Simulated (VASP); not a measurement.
PrH2Ir:

```
Pr H Ir
1.0
     3.21630    0.00000    0.00000
     0.00000    3.21630    0.00000
     0.00000    0.00000    4.62181
Pr H Ir
1 2 1
Direct
  0.50000 0.50000 0.50000
  0.00000 0.00000 0.50000
  0.50000 0.50000 0.00000
  0.00000 0.00000 0.00000
```

The cell was built from a structure type or drawn by symmetry, and may not be a known phase.

```yaml
Program: VASP 6.6.1
Task: relaxation of cell and atoms
Functional: PBE
Potentials_or_basis: VASP PAW PBE potentials, release 64 (Pr, H, Ir)
Cutoff: 600 eV
k_mesh: 14 × 14 × 10
Occupations: gaussian, width 0.1 eV
Spin: no spin polarisation
```

At the start: pressure -9.6 GPa; volume 11.95 Å³/atom.

**Question.** How do energy, volume and symmetry change on relaxing?

**Answer.** Over 11 steps the energy falls by 42.7 meV/atom and the volume is 10.89 Å³/atom (-8.9 %); space group P4/mmm (No. 123, to 0.1 Å) before and after.

The path:
```tsv
step	energy change (eV)	largest force (eV/Å)	pressure (GPa)	volume (Å³)
1	0.0000	0.0000	-9.57	47.81
2	-0.1215	0.0000	2.90	43.04
3	-0.1283	0.0000	0.22	43.87
4	-0.1282	0.0000	-0.21	43.94
5	-0.1354	0.0000	-0.13	43.87
6	-0.1588	0.0000	0.14	43.64
7	-0.1580	0.0000	1.43	43.09
8	-0.1699	0.0000	0.62	43.41
9	-0.1703	0.0000	0.63	43.36
10	-0.1693	0.0000	-0.97	43.91
11	-0.1707	0.0000	0.07	43.54
```

Final structure:
```
Pr H Ir
1.0
     3.03380    0.00000    0.00000
     0.00000    3.03380    0.00000
     0.00000    0.00000    4.73108
Pr H Ir
1 2 1
Direct
  0.50000 0.50000 0.50000
  0.00000 0.00000 0.50000
  0.50000 0.50000 0.00000
  0.00000 0.00000 0.00000
```

Caveat: semilocal functionals describe open f shells poorly, which spoils levels, moments and volumes.
